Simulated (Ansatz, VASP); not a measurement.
## Sc in VASP and in Ansatz

POSCAR

```
Sc
1.0
    3.3738988294      0.0000000000      0.0000000000
   -1.6869494147      2.9218820960      0.0000000000
    0.0000000000      0.0000000000      5.3767242965
Sc
2
Direct
    0.6666666667      0.3333333333      0.7500000000
    0.3333333333      0.6666666667      0.2500000000
```

The input INCAR.step1:

```
SYSTEM = Sc
ALGO = Normal
EDIFF = 1E-4
ENCUT = 520
GGA = PE
ISMEAR = -1
LASPH = .TRUE.
LCHARG = .FALSE.
LREAL = .FALSE.
LWAVE = .TRUE.
NBANDS = 18
NELM = 80
PREC = Accurate
SIGMA = 0.05
```

Contents of INCAR.step2:

```
SYSTEM = Sc
ALGO = Normal
EDIFF = 1E-6
ENCUT = 520
ISIF = 2
ISMEAR = -1
ISTART = 1
LASPH = .TRUE.
LCHARG = .FALSE.
LMIXTAU = .TRUE.
LREAL = .FALSE.
LWAVE = .FALSE.
METAGGA = R2SCAN
NBANDS = 18
NELM = 80
PREC = Accurate
SIGMA = 0.05
```

The input KPOINTS:

```
k-points
0
G
  9 9 5
  0 0 0
```

Contents of input.yaml:

```yaml
crystal:
  lattice:
    - [3.3738988294, 0.0, 0.0]
    - [-1.6869494147, 2.921882096, 0.0]
    - [0.0, 0.0, 5.3767242965]
  atoms:
    - { symbol: Sc, position: [0.6666666667, 0.3333333333, 0.75] }
    - { symbol: Sc, position: [0.3333333333, 0.6666666667, 0.25] }
hamiltonian:
  xc: r2scan
  pseudopotentials: { kind: paw }
kpoints:
  mp_grid: { grid: [9, 9, 5] }
scf:
  occupations: { method: fermi_dirac, width: 0.05 }
output:
  forces: true
  stress: true
  eigenvalues: true
```

Alike in both runs: task single point; functional r2SCAN; k mesh 9 × 9 × 5; occupations fermi-dirac, width 0.05 eV; no spin polarisation.

|  | VASP | Ansatz |
| --- | --- | --- |
| version | VASP 6.6.1 | Ansatz 0.2.0 |
| potentials or method | VASP PAW PBE potentials, release 64 (Sc_sv) | Ansatz PAW |
| plane-wave cutoff (eV) | 520 | 500 |
| valence electrons in the cell | 22 | 22 |

VASP gave:

```
gap on the k mesh at the Fermi level (eV)                     : none
pressure (GPa)                                                : -2.8
traceless stress, the component that is largest in VASP (GPa) : -0.79
```

**Question.** Which values does Ansatz return?

**Answer.** gap on the k mesh at the Fermi level (eV): none; pressure (GPa): -3.0; traceless stress, the component that is largest in VASP (GPa): -0.79.

VASP's potentials were made for PBE, not for r2SCAN. A gap of «none» marks a metal or a gap that the smearing closes. With one functional, cell and mesh, what is left measures potentials, basis and numerics.
